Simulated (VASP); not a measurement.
# Al3B2P5 (I-4m2) in VASP: further runs

Runs on Al3B2P5. Level: PBE. Tasks: single point.

Program: VASP 6.6.1. These are calculated values, not measurements. Logs are shortened: lines on timing, memory, paths and dates and some standing lists are left out, and cuts for length are marked.

## 1. The cell of the first run

Symmetry: I-4m2, No. 119, tetragonal system. Conventional cell: a = 3.582 Å, b = 3.582 Å, c = 25.327 Å, α = 90.00°, β = 90.00°, γ = 90.00°. Within 2.9 Å of Al (site symmetry 2mm) lie 4 P at 2.19 Å. Al (site symmetry -4m2) has 4 P at 2.19 Å within 2.9 Å. B (site symmetry 2mm) has 4 P at 2.19 Å within 2.9 Å. P (site symmetry 2mm) has 2 Al at 2.19 Å and 2 B at 2.19 Å within 2.9 Å. P (site symmetry 2mm) has 2 B at 2.19 Å and 2 Al at 2.19 Å within 2.9 Å. P (site symmetry -4m2) has 4 Al at 2.19 Å within 2.9 Å.

## 2. Single point, PBE

Input file INCAR:

```
PREC = Accurate
ENCUT = 520
EDIFF = 1E-6
ISMEAR = 0
SIGMA = 0.1
LREAL = F
LASPH = T
NELM = 100
ALGO = Normal
ISIF = 2
LWAVE = F
LCHARG = F
GGA = PE
NBANDS = 31
```

Input file KPOINTS:

```
regular mesh
0
Gamma
  6 6 6
```

Input file POSCAR:

```
Al3B2P5
1.0
   -1.7908880700      1.7908880700     12.6634909600
    1.7908880700     -1.7908880700     12.6634909600
    1.7908880700      1.7908880700    -12.6634909600
Al B P
3 2 5
Direct
    0.8000000000      0.8000000000      0.0000000000
    0.0000000000      0.0000000000      0.0000000000
    0.2000000000      0.2000000000      0.0000000000
    0.4000000000      0.4000000000      0.0000000000
    0.6000000000      0.6000000000      0.0000000000
    0.3500000000      0.8500000000      0.5000000000
    0.9500000000      0.4500000000      0.5000000000
    0.5500000000      0.0500000000      0.5000000000
    0.1500000000      0.6500000000      0.5000000000
    0.7500000000      0.2500000000      0.5000000000
```

Potentials or basis: VASP PAW PBE potentials, release 64 (Al, B, P).

Started as:

```
$ cat potpaw_PBE.64/Al/POTCAR potpaw_PBE.64/B/POTCAR potpaw_PBE.64/P/POTCAR > POTCAR
$ mpirun -np 1 vasp_std > vasp.out
```

OUTCAR:

```text
PREC = Accurate
   ENCUT = 520
   EDIFF = 1E-6
   ISMEAR = 0
   LREAL = F
   LASPH = T
   NELM = 100
   ISIF = 2
   GGA = PE

 ion  position               nearest neighbor table
   1  0.800  0.800  0.000-  10 2.19  10 2.19   6 2.19   6 2.19
   2  0.000  0.000  0.000-   8 2.19   7 2.19   8 2.19   7 2.19
   3  0.200  0.200  0.000-  10 2.19  10 2.19   9 2.19   9 2.19
   4  0.400  0.400  0.000-   6 2.19   6 2.19   7 2.19   7 2.19
   5  0.600  0.600  0.000-   9 2.19   9 2.19   8 2.19   8 2.19
   6  0.350  0.850  0.500-   4 2.19   4 2.19   1 2.19   1 2.19
   7  0.950  0.450  0.500-   2 2.19   2 2.19   4 2.19   4 2.19
   8  0.550  0.050  0.500-   2 2.19   2 2.19   5 2.19   5 2.19
   9  0.150  0.650  0.500-   5 2.19   5 2.19   3 2.19   3 2.19
  10  0.750  0.250  0.500-   1 2.19   3 2.19   1 2.19   3 2.19

  LATTYP: Found a body centered tetragonal cell.
 ALAT       =     3.5817761400
 C/A-ratio  =     7.0710677971

  Lattice vectors:

 A1 = (  -1.7908880700,   1.7908880700,  12.6634909600)
 A2 = (   1.7908880700,  -1.7908880700,  12.6634909600)
 A3 = (   1.7908880700,   1.7908880700, -12.6634909600)

Analysis of symmetry for initial positions (statically):
=====================================================================
 Subroutine PRICEL returns:
 Original cell was already a primitive cell.

 Routine SETGRP: Setting up the symmetry group for a
 body centered tetragonal supercell.

 Subroutine GETGRP returns: Found  8 space group operations
 (whereof  8 operations were pure point group operations)
 out of a pool of 16 trial point group operations.

The static configuration has the point symmetry D_2d.

Analysis of symmetry for dynamics (positions and initial velocities):
=====================================================================
 Subroutine PRICEL returns:
 Original cell was already a primitive cell.

 Routine SETGRP: Setting up the symmetry group for a
 body centered tetragonal supercell.

 Subroutine GETGRP returns: Found  8 space group operations
 (whereof  8 operations were pure point group operations)
 out of a pool of 16 trial point group operations.

The dynamic configuration has the point symmetry D_2d.

 Subroutine INISYM returns: Found  8 space group operations
 (whereof  8 operations are pure point group operations),
 and found     1 'primitive' translations

----------------------------------------------------------------------------------------

                                     Primitive cell

  volume of cell :     162.4614

  direct lattice vectors                    reciprocal lattice vectors
    -1.790888070  1.790888070 12.663490960     0.000000000  0.279191094  0.039483583
     1.790888070 -1.790888070 12.663490960     0.279191094  0.000000000  0.039483583
     1.790888070  1.790888070-12.663490960     0.279191094  0.279191094  0.000000000

  length of vectors
    12.914277504 12.914277504 12.914277504     0.281969184  0.281969184  0.394835832

  position of ions in fractional coordinates (direct lattice)
     0.800000000  0.800000000  0.000000000
     0.000000000  0.000000000  0.000000000
     0.200000000  0.200000000  0.000000000
     0.400000000  0.400000000  0.000000000
     0.600000000  0.600000000  0.000000000
     0.350000000  0.850000000  0.500000000
     0.950000000  0.450000000  0.500000000
     0.550000000  0.050000000  0.500000000
     0.150000000  0.650000000  0.500000000
     0.750000000  0.250000000  0.500000000

  ion indices of the primitive-cell ions
   primitive index   ion index
                 1           1
                 2           2
                 3           3
                 4           4
                 5           5
                 6           6
                 7           7
                 8           8
                 9           9
                10          10

----------------------------------------------------------------------------------------

 KPOINTS: regular mesh

Automatic generation of k-mesh.
 Grid dimensions read from file:
 generate k-points for:    6    6    6

 Generating k-lattice:

  Cartesian coordinates                     Fractional coordinates (reciprocal lattice)
     0.000000000  0.046531849  0.006580597     0.166666667  0.000000000  0.000000000
     0.046531849  0.000000000  0.006580597     0.000000000  0.166666667  0.000000000
     0.046531849  0.046531849  0.000000000     0.000000000  0.000000000  0.166666667

  Length of vectors
     0.046994864  0.046994864  0.065805972

  Shift w.r.t. Gamma in fractional coordinates (k-lattice)
     0.000000000  0.000000000  0.000000000

 Subroutine IBZKPT returns following result:
 ===========================================

 Found     30 irreducible k-points:

 Following reciprocal coordinates:
            Coordinates               Weight
  0.000000  0.000000  0.000000      1.000000
  0.166667  0.000000 -0.000000      8.000000
  0.333333  0.000000  0.000000      8.000000
  0.500000  0.000000 -0.000000      4.000000
  0.166667  0.166667  0.000000      8.000000
  0.333333  0.166667 -0.000000     16.000000
[... 16 lines left out ...]
 -0.333333 -0.333333  0.166667      8.000000
 -0.166667 -0.333333  0.166667      8.000000
 [... further k-points ...]
   k-points           NKPTS =     30   k-points in BZ     NKDIM =     30   number of bands    NBANDS=     31
   number of dos      NEDOS =    301   number of ions     NIONS =     10
   total plane-waves  NPLWV = 884736
   dimension x,y,z NGX =    96 NGY =   96 NGZ =   96
   dimension x,y,z NGXF=   192 NGYF=  192 NGZF=  192
   ions per type =               3   2   5
   NGX,Y,Z   is equivalent  to a cutoff of  12.36, 12.36, 12.36 a.u.
   NGXF,Y,Z  is equivalent  to a cutoff of  24.72, 24.72, 24.72 a.u.
 SYSTEM =  unknown system
   PREC   = accura    normal or accurate (medium, high low for compatibility)
   ISTART =      0    job   : 0-new  1-cont  2-samecut
   ICHARG =      2    charge: 1-file 2-atom 10-const
   ISPIN  =      1    spin polarized calculation?
   LNONCOLLINEAR =      F non collinear calculations
   LSORBIT =      F    spin-orbit coupling
   LASPH  =      T    aspherical Exc in radial PAW
   ENCUT  =  520.0 eV  38.22 Ry    6.18 a.u.  24.01 24.01 24.01*2*pi/ulx,y,z
   NELM   =    100;   NELMIN=  2; NELMDL= -5     # of ELM steps
   EDIFF  = 0.1E-05   stopping-criterion for ELM
   LREAL  =      F    real-space projection
   EDIFFG = 0.1E-04   stopping-criterion for IOM
   NSW    =      0    number of steps for IOM
   IBRION =     -1    ionic relax: 0-MD 1-quasi-New 2-CG
   NFREE  =      0    steps in history (QN), initial steepest desc. (CG)
   ISIF   =      2    stress and relaxation
   ISYM   =      2    0-nonsym 1-usesym 2-fastsym
   POTIM  = 0.5000    time-step for ionic-motion
   TEBEG  =    0.0;   TEEND  =   0.0 temperature during run
   PSTRESS=    0.0 pullay stress
   NELECT =      40.0000    total number of electrons
   NUPDOWN=      -1.0000    fix difference up-down
   EMIN   =  10.00;   EMAX   =-10.00  energy-range for DOS
   EFERMI =   0.00;   METHOD = LEGACY
   ISMEAR =     0;   SIGMA  =   0.10  broadening in eV -4-tet -1-fermi 0-gaus
   EFERMI_NEDOS =   21; number of points for ismear=-14 and -15
   IALGO  =     38    algorithm
   IMIX   =      4    mixing-type and parameters
     AMIX     =   0.40;   BMIX     =  1.00
     AMIX_MAG =   1.60;   BMIX_MAG =  1.00
  volume/ion in A,a.u.               =      16.25       109.63
  Fermi-wavevector in a.u.,A,eV,Ry     =   1.026073  1.938996 14.324551  1.052825
  Thomas-Fermi vector in A             =   2.159946
   LORBIT       =      0    0 simple, 1 ext, 2 COOP (PROOUT), +10 PAW based schemes
   GGA     = PE    functional components
   LHFCALC =     F    Hartree Fock is set to
   AEXX    =    0.0000 exact exchange contribution
   IVDW    =     0    specifies the selected vdW correction
   LEPSILON=     F    determine dielectric tensor
   LRPA    =     F    only Hartree local field effects (RPA)
 non-spin polarized calculation
 Gauss-broadening in eV      SIGMA  =   0.10
  energy-cutoff  :      520.00
  volume of cell :      162.46
 maximum number of plane-waves:      4405
   NGX = 49   NGY = 49   NGZ = 49

 number of electron      40.0000000 magnetization

 Free energy of the ion-electron system (eV)
  ---------------------------------------------------
  ext. energy  EPLUGINS =         0.00000000
  ---------------------------------------------------
  free energy    TOTEN  =       -52.20873539 eV

  energy without entropy =      -52.20873539  energy(sigma->0) =      -52.20873539

 E-fermi :   6.2780     XC(G=0):  -9.8875

 val. band max:        5.8342929116   @ k =   0.0000   0.0000   0.0000
 cond. band min:       6.9940732885   @ k =   0.5000   0.5000   0.0000
 fundamental gap:      1.1597803769
 Fermi energy:         6.2779915680

 k-point     1 :       0.0000    0.0000    0.0000
  band No.  band energies     occupation
      1      -7.2120      2.00000
      2      -6.5328      2.00000
      3      -6.3802      2.00000
      4      -4.6342      2.00000
      5      -4.5134      2.00000
      6      -0.1005      2.00000
[... 23 lines left out ...]
     30      10.7434      0.00000
     31      10.8821      0.00000

 k-point     2 :       0.1667    0.0000   -0.0000
  band No.  band energies     occupation
      1      -6.9526      2.00000
      2      -6.3540      2.00000
      3      -6.0867      2.00000
      4      -4.6264      2.00000
      5      -4.3083      2.00000
      6      -0.2944      2.00000
[... 23 lines left out ...]
     30      10.2260      0.00000
     31      10.5482      0.00000

 k-point     3 :       0.3333    0.0000    0.0000
  band No.  band energies     occupation
      1      -6.2138      2.00000
      2      -5.7812      2.00000
      3      -5.3982      2.00000
      4      -4.5866      2.00000
      5      -4.2851      2.00000
      6      -0.7365      2.00000
[... 703 lines left out ...]
     30      10.8446      0.00000
     31      10.9833      0.00000

 k-point    24 :      -0.1667   -0.3333    0.1667
  band No.  band energies     occupation
      1      -6.9184      2.00000
      2      -6.5266      2.00000
      3      -5.8437      2.00000
      4      -4.9347      2.00000
      5      -4.0802      2.00000
      6      -0.5210      2.00000
[... 23 lines left out ...]
     30      10.2414      0.00000
     31      10.4281      0.00000

 [... further k-points ...]
[... 5 lines left out ...]
  --------------------------------------------------------------------------------------
  -------------------------------------------------------------------------------------
  Total       11.0558292     11.0558292      9.7553461      0.0000000     -0.0000000      0.0000000
  in kB      109.0313978    109.0313978     96.2061732      0.0000000     -0.0000000      0.0000000
  external PRESSURE =     104.7563230 kB  Pullay stress =       0.0000000 kB

 VOLUME and BASIS-vectors are now :
 -----------------------------------------------------------------------------
  energy-cutoff  :      520.00
  volume of cell :      162.46
      direct lattice vectors                 reciprocal lattice vectors
    -1.790888070  1.790888070 12.663490960     0.000000000  0.279191094  0.039483583
     1.790888070 -1.790888070 12.663490960     0.279191094  0.000000000  0.039483583
     1.790888070  1.790888070-12.663490960     0.279191094  0.279191094  0.000000000

 POSITION                                       TOTAL-FORCE (eV/Angst)
 -----------------------------------------------------------------------------------
      0.00000      0.00000     20.26159         0.000000     -0.000000      0.264979
      0.00000      0.00000      0.00000         0.000000      0.000000     -0.000000
      0.00000      0.00000      5.06540         0.000000     -0.000000     -0.264979
      0.00000      0.00000     10.13079         0.000000      0.000000     -0.015647
      0.00000      0.00000     15.19619         0.000000      0.000000      0.015647
      1.79089      0.00000      8.86444        -0.000000     -0.000000      4.233381
     -0.00000      1.79089     11.39714        -0.000000     -0.000000     -4.184180
      0.00000      1.79089      1.26635        -0.000000     -0.000000      4.184180
      1.79089      0.00000      3.79905        -0.000000     -0.000000     -4.233381
      0.00000      1.79089      6.33175         0.000000      0.000000     -0.000000
 -----------------------------------------------------------------------------------
    total drift:                                0.000000     -0.000000      0.000000

  FREE ENERGIE OF THE ION-ELECTRON SYSTEM (eV)
  ---------------------------------------------------
  free  energy   TOTEN  =       -52.2087353937 eV

  energy  without entropy=      -52.2087353937  energy(sigma->0) =      -52.20873539
```

Wall time 22 min (1 thread of AMD EPYC 9R45 (Zen 5), shared host); peak memory 1.5 GiB.

Results:

* Free energy: -52.2087 eV
* Pressure: 10.5 GPa
* Largest force: 4.233 eV/Å
* Band gap on the k mesh: 1.16 eV (least direct gap 1.20 eV)

Forces in eV/Å, atoms in the order of the input:
```
Al   0.000  0.000  0.265
Al   0.000  0.000  0.000
Al   0.000  0.000 -0.265
B    0.000  0.000 -0.016
B    0.000  0.000  0.016
P    0.000  0.000  4.233
P    0.000  0.000 -4.184
P    0.000  0.000  4.184
P    0.000  0.000 -4.233
P    0.000  0.000  0.000
```

Levels at points of the mesh, in eV from the valence-band top:
```
           k point  band 17  band 18  band 19  band 20  band 21  band 22  band 23  band 24
(0.00, 0.00, 0.00)    -1.17    -0.28     0.00     0.00     1.20     1.65     2.10     2.34
(0.50, 0.00, 0.00)    -1.29    -1.18    -0.98    -0.93     2.16     2.92     3.67     3.79
(0.50, 0.50, 0.00)    -3.27    -3.26    -2.89    -2.81     1.16     1.37     2.10     2.36
(0.50, 0.50, 0.50)    -0.59    -0.59    -0.38    -0.38     1.47     1.59     1.62     2.03
```

Caveat: the cell stands under pressure; forces of over 1 eV/Å act on the atoms, so gaps and moduli don't describe the material at rest. A k mesh can miss the band edges.

(Part 1 of 2 ends here.)
